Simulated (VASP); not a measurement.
# Pt (P6_3/mmc) in VASP: a series of runs

Runs on Pt. Level: BLYP. Tasks: single point, relaxation of cell and atoms.

Program: VASP 6.6.1. These are calculated values, not measurements. Logs are shortened: lines on timing, memory, paths and dates and some standing lists are left out, and cuts for length are marked.

### 1 The cell of the first run

The structure is hexagonal, space group P6_3/mmc (No. 194). The conventional cell has a = 2.842 Å, b = 2.842 Å, c = 9.560 Å, α = 90.00°, β = 90.00°, γ = 120.00°. Within 3.7 Å of Pt (site symmetry -3m) lie 12 Pt at 2.84 to 2.90 Å. Pt (site symmetry -6m2) has 12 Pt at 2.84 to 2.90 Å within 3.7 Å.

### 2 Single point, BLYP

The input, INCAR:

```
SYSTEM = Pt
PREC     = Accurate       ! precision mode
ENCUT    = 520            ! plane-wave cutoff, eV
EDIFF    = 1E-6           ! SCF threshold, eV
ISMEAR   = -1             ! smearing method
SIGMA    = 0.1            ! smearing width, eV
LREAL    = .FALSE.        ! projectors in reciprocal space
LASPH    = .TRUE.         ! aspherical terms in the spheres
NELM     = 80             ! most SCF steps
ALGO     = Normal         ! electronic algorithm
ISIF     = 2              ! what is computed and relaxed
LWAVE    = .FALSE.        ! write WAVECAR
LCHARG   = .FALSE.        ! write CHGCAR
GGA      = B5             ! functional
ALDAX    = 1.0          
AGGAX    = 1.0          
AGGAC    = 1.0          
ALDAC    = 0.0          
NBANDS   = 28             ! bands
```

The input, KPOINTS:

```
Automatic mesh
0
G
  17 17 5
  0 0 0
```

The input, POSCAR:

```
Pt
1.0
    2.8416517258      0.0000000000      0.0000000000
   -1.4208258629      2.4609425832      0.0000000000
    0.0000000000      0.0000000000      9.5603629235
Pt
4
Direct
    1.0000000000      1.0000000000      0.0000000000
    1.0000000000      1.0000000000      0.5000000000
    0.3333333333      0.6666666667      0.2500000000
    0.6666666667      0.3333333333      0.7500000000
```

Potentials or basis: VASP PAW PBE potentials, release 64 (Pt).

Started as:

```sh
cat potpaw_PBE.64/Pt/POTCAR > POTCAR
mpirun -np 1 vasp_std > vasp.out
```

OUTCAR:

```text
SYSTEM = Pt
   PREC = Accurate
   ENCUT = 520
   EDIFF = 1E-6
   ISMEAR = -1
   LREAL = .FALSE.
   LASPH = .TRUE.
   NELM = 80
   ISIF = 2
   GGA = B5

 ion  position               nearest neighbor table
   1  0.000  0.000  0.000-   3 2.90   4 2.90   3 2.90   4 2.90   4 2.90   3 2.90
   2  0.000  0.000  0.500-   3 2.90   4 2.90   3 2.90   4 2.90   4 2.90   3 2.90
   3  0.333  0.667  0.250-   1 2.90   2 2.90   1 2.90   2 2.90   1 2.90   2 2.90
   4  0.667  0.333  0.750-   1 2.90   2 2.90   1 2.90   2 2.90   1 2.90   2 2.90

  LATTYP: Found a hexagonal cell.
 ALAT       =     2.8416517258
 C/A-ratio  =     3.3643682780

  Lattice vectors:

 A1 = (   2.8416517258,   0.0000000000,   0.0000000000)
 A2 = (  -1.4208258629,   2.4609425832,   0.0000000000)
 A3 = (   0.0000000000,   0.0000000000,   9.5603629235)

Analysis of symmetry for initial positions (statically):
=====================================================================
 Subroutine PRICEL returns:
 Original cell was already a primitive cell.

 Routine SETGRP: Setting up the symmetry group for a
 hexagonal supercell.

 Subroutine GETGRP returns: Found 24 space group operations
 (whereof 12 operations were pure point group operations)
 out of a pool of 24 trial point group operations.

The static configuration has the point symmetry D_3d.
 The point group associated with its full space group is D_6h.

Analysis of symmetry for dynamics (positions and initial velocities):
=====================================================================
 Subroutine PRICEL returns:
 Original cell was already a primitive cell.

 Routine SETGRP: Setting up the symmetry group for a
 hexagonal supercell.

 Subroutine GETGRP returns: Found 24 space group operations
 (whereof 12 operations were pure point group operations)
 out of a pool of 24 trial point group operations.

The dynamic configuration has the point symmetry D_3d.
 The point group associated with its full space group is D_6h.

 Subroutine INISYM returns: Found 24 space group operations
 (whereof 12 operations are pure point group operations),
 and found     1 'primitive' translations

----------------------------------------------------------------------------------------

                                     Primitive cell

  volume of cell :      66.8570

  direct lattice vectors                    reciprocal lattice vectors
     2.841651726  0.000000000  0.000000000     0.351908009  0.203174184  0.000000000
    -1.420825863  2.460942583  0.000000000     0.000000000  0.406348367  0.000000000
     0.000000000  0.000000000  9.560362923     0.000000000  0.000000000  0.104598540

  length of vectors
     2.841651726  2.841651726  9.560362923     0.406348367  0.406348367  0.104598540

  position of ions in fractional coordinates (direct lattice)
     0.000000000  0.000000000  0.000000000
     0.000000000  0.000000000  0.500000000
     0.333333333  0.666666667  0.250000000
     0.666666667  0.333333333  0.750000000

  ion indices of the primitive-cell ions
   primitive index   ion index
                 1           1
                 2           2
                 3           3
                 4           4

----------------------------------------------------------------------------------------

 KPOINTS: Automatic mesh

Automatic generation of k-mesh.
 Grid dimensions read from file:
 generate k-points for:   17   17    5

 Generating k-lattice:

  Cartesian coordinates                     Fractional coordinates (reciprocal lattice)
     0.020700471  0.011951423  0.000000000     0.058823529  0.000000000  0.000000000
     0.000000000  0.023902845  0.000000000     0.000000000  0.058823529  0.000000000
     0.000000000  0.000000000  0.020919708     0.000000000  0.000000000  0.200000000

  Length of vectors
     0.023902845  0.023902845  0.020919708

  Shift w.r.t. Gamma in fractional coordinates (k-lattice)
     0.000000000  0.000000000  0.000000000

 Subroutine IBZKPT returns following result:
 ===========================================

 Found     99 irreducible k-points:

 Following reciprocal coordinates:
            Coordinates               Weight
  0.000000  0.000000  0.000000      1.000000
  0.058824 -0.000000  0.000000      6.000000
  0.117647 -0.000000  0.000000      6.000000
  0.176471 -0.000000  0.000000      6.000000
  0.235294 -0.000000  0.000000      6.000000
  0.294118 -0.000000  0.000000      6.000000
[... 16 lines left out ...]
  0.411765  0.117647  0.000000     12.000000
  0.176471  0.176471  0.000000      6.000000
 [... further k-points ...]
   k-points           NKPTS =     99   k-points in BZ     NKDIM =     99   number of bands    NBANDS=     28
   number of dos      NEDOS =    301   number of ions     NIONS =      4
   total plane-waves  NPLWV =  41472
   dimension x,y,z NGX =    24 NGY =   24 NGZ =   72
   dimension x,y,z NGXF=    48 NGYF=   48 NGZF=  144
   ions per type =               4
   NGX,Y,Z   is equivalent  to a cutoff of  14.04, 14.04, 12.52 a.u.
   NGXF,Y,Z  is equivalent  to a cutoff of  28.08, 28.08, 25.04 a.u.
 SYSTEM =  Pt
   PREC   = accura    normal or accurate (medium, high low for compatibility)
   ISTART =      0    job   : 0-new  1-cont  2-samecut
   ICHARG =      2    charge: 1-file 2-atom 10-const
   ISPIN  =      1    spin polarized calculation?
   LNONCOLLINEAR =      F non collinear calculations
   LSORBIT =      F    spin-orbit coupling
   LASPH  =      T    aspherical Exc in radial PAW
   ENCUT  =  520.0 eV  38.22 Ry    6.18 a.u.   5.28  5.28 17.78*2*pi/ulx,y,z
   NELM   =     80;   NELMIN=  2; NELMDL= -5     # of ELM steps
   EDIFF  = 0.1E-05   stopping-criterion for ELM
   LREAL  =      F    real-space projection
   EDIFFG = 0.1E-04   stopping-criterion for IOM
   NSW    =      0    number of steps for IOM
   IBRION =     -1    ionic relax: 0-MD 1-quasi-New 2-CG
   NFREE  =      0    steps in history (QN), initial steepest desc. (CG)
   ISIF   =      2    stress and relaxation
   ISYM   =      2    0-nonsym 1-usesym 2-fastsym
   POTIM  = 0.5000    time-step for ionic-motion
   TEBEG  =    0.0;   TEEND  =   0.0 temperature during run
   PSTRESS=    0.0 pullay stress
   NELECT =      40.0000    total number of electrons
   NUPDOWN=      -1.0000    fix difference up-down
   EMIN   =  10.00;   EMAX   =-10.00  energy-range for DOS
   EFERMI =   0.00;   METHOD = LEGACY
   ISMEAR =    -1;   SIGMA  =   0.10  broadening in eV -4-tet -1-fermi 0-gaus
   EFERMI_NEDOS =   21; number of points for ismear=-14 and -15
   IALGO  =     38    algorithm
   IMIX   =      4    mixing-type and parameters
     AMIX     =   0.40;   BMIX     =  1.00
     AMIX_MAG =   1.60;   BMIX_MAG =  1.00
  volume/ion in A,a.u.               =      16.71       112.79
  Fermi-wavevector in a.u.,A,eV,Ry     =   1.379471  2.606822 25.891076  1.902940
  Thomas-Fermi vector in A             =   2.504437
   LORBIT       =      0    0 simple, 1 ext, 2 COOP (PROOUT), +10 PAW based schemes
   GGA     = B5    functional components
   LHFCALC =     F    Hartree Fock is set to
   AEXX    =    0.0000 exact exchange contribution
   IVDW    =     0    specifies the selected vdW correction
   LEPSILON=     F    determine dielectric tensor
   LRPA    =     F    only Hartree local field effects (RPA)
 non-spin polarized calculation
  energy-cutoff  :      520.00
  volume of cell :       66.86
 maximum number of plane-waves:      1823
 NGX is ok and might be reduce to    24
   NGX = 11   NGY = 11   NGZ = 35

 number of electron      40.0000001 magnetization

 Free energy of the ion-electron system (eV)
  ---------------------------------------------------
  ext. energy  EPLUGINS =         0.00000000
  ---------------------------------------------------
  free energy    TOTEN  =       -20.03210854 eV

  energy without entropy =      -19.78615078  energy(sigma->0) =      -19.90912966

 E-fermi :   9.9772     XC(G=0): -12.2004

 val. band max:        9.9760660559   @ k =   0.2941   0.1176   0.0000
 cond. band min:       9.9827061531   @ k =   0.4118  -0.0000   0.0000
 fundamental gap:      0.0066400972
 Fermi energy:         9.9771670261

 k-point     1 :       0.0000    0.0000    0.0000
  band No.  band energies     occupation
      1       0.9968      2.00000
      2       2.7577      2.00000
      3       2.7640      2.00000
      4       3.6042      2.00000
      5       6.4447      2.00000
      6       6.4873      2.00000
[... 20 lines left out ...]
     27      22.3553      0.00000
     28      25.0413      0.00000

 k-point     2 :       0.0588   -0.0000    0.0000
  band No.  band energies     occupation
      1       1.1128      2.00000
      2       2.8699      2.00000
      3       2.8761      2.00000
      4       3.7082      2.00000
      5       6.3280      2.00000
      6       6.4255      2.00000
[... 20 lines left out ...]
     27      22.4066      0.00000
     28      25.2088      0.00000

 k-point     3 :       0.1176   -0.0000    0.0000
  band No.  band energies     occupation
      1       1.4517      2.00000
      2       3.1877      2.00000
      3       3.1936      2.00000
      4       4.0002      2.00000
      5       6.0766      2.00000
      6       6.2642      2.00000
[... 20 lines left out ...]
     27      22.5400      0.00000
     28      25.6354      0.00000

 k-point     4 :       0.1765   -0.0000    0.0000
  band No.  band energies     occupation
      1       1.9834      2.00000
      2       3.6384      2.00000
      3       3.6435      2.00000
      4       4.4034      2.00000
      5       5.8118      2.00000
      6       6.0488      2.00000
[... 578 lines left out ...]
     27      17.5510      0.00000
     28      19.4970      0.00000

 k-point    23 :       0.4118    0.1176    0.0000
  band No.  band energies     occupation
      1       4.0759      2.00000
      2       4.2011      2.00000
      3       4.5372      2.00000
      4       4.9294      2.00000
      5       5.2174      2.00000
      6       5.5676      2.00000
[... 20 lines left out ...]
     27      17.4348      0.00000
     28      18.7741      0.00000

 k-point    24 :       0.1765    0.1765    0.0000
  band No.  band energies     occupation
      1       3.6229      2.00000
      2       4.5769      2.00000
      3       4.5886      2.00000
      4       5.3643      2.00000
      5       5.5657      2.00000
      6       5.6478      2.00000
[... 20 lines left out ...]
     27      20.8405      0.00000
     28      21.7549      0.00000

 [... further k-points ...]
[... 5 lines left out ...]
  --------------------------------------------------------------------------------------
  -------------------------------------------------------------------------------------
  Total        0.3870578      0.3870578      0.3223392      0.0000000      0.0000000      0.0000000
  in kB        9.2755513      9.2755513      7.7246175      0.0000000      0.0000000      0.0000000
  external PRESSURE =       8.7585734 kB  Pullay stress =       0.0000000 kB

 VOLUME and BASIS-vectors are now :
 -----------------------------------------------------------------------------
  energy-cutoff  :      520.00
  volume of cell :       66.86
      direct lattice vectors                 reciprocal lattice vectors
     2.841651726  0.000000000  0.000000000     0.351908009  0.203174184  0.000000000
    -1.420825863  2.460942583  0.000000000     0.000000000  0.406348367  0.000000000
     0.000000000  0.000000000  9.560362923     0.000000000  0.000000000  0.104598540

 POSITION                                       TOTAL-FORCE (eV/Angst)
 -----------------------------------------------------------------------------------
      0.00000      0.00000      0.00000        -0.000000      0.000000     -0.000000
      0.00000      0.00000      4.78018        -0.000000      0.000000     -0.000000
     -0.00000      1.64063      2.39009        -0.000000      0.000000      0.000000
      1.42083      0.82031      7.17027         0.000000     -0.000000      0.000000
 -----------------------------------------------------------------------------------
    total drift:                                0.000000     -0.000000      0.000000

  FREE ENERGIE OF THE ION-ELECTRON SYSTEM (eV)
  ---------------------------------------------------
  free  energy   TOTEN  =       -20.0321085371 eV

  energy  without entropy=      -19.7861507808  energy(sigma->0) =      -19.90912966
```

Run time: 2.1 min. Hardware: 1 thread of Intel Xeon Platinum 8488C (Sapphire Rapids), shared host; peak memory 0.27 GiB.

Results:

| Item | Value |
| --- | --- |
| Free energy | -20.0321 eV |
| Pressure | 0.9 GPa |
| Band gap on the k mesh | zero (band 20 reaches 10.28 eV, above the bottom of band 21 at 9.15 eV) |

Stress tensor (GPa, compression positive):
```
0.93 0.00 0.00
0.00 0.93 0.00
0.00 0.00 0.77
```

Levels at points of the mesh, in eV from the Fermi level:
```
           k point  band 17  band 18  band 19  band 20  band 21  band 22  band 23  band 24
(0.00, 0.00, 0.00)    -1.67    -1.14    -1.14    -0.79    -0.79    -0.13    -0.13    -0.02
```

Caveat: the PAW data sets were made with another functional, which shifts forces and pressure a little; spin-orbit coupling is left out, which moves the levels of the heavy elements.

[end of part 1 of 2]
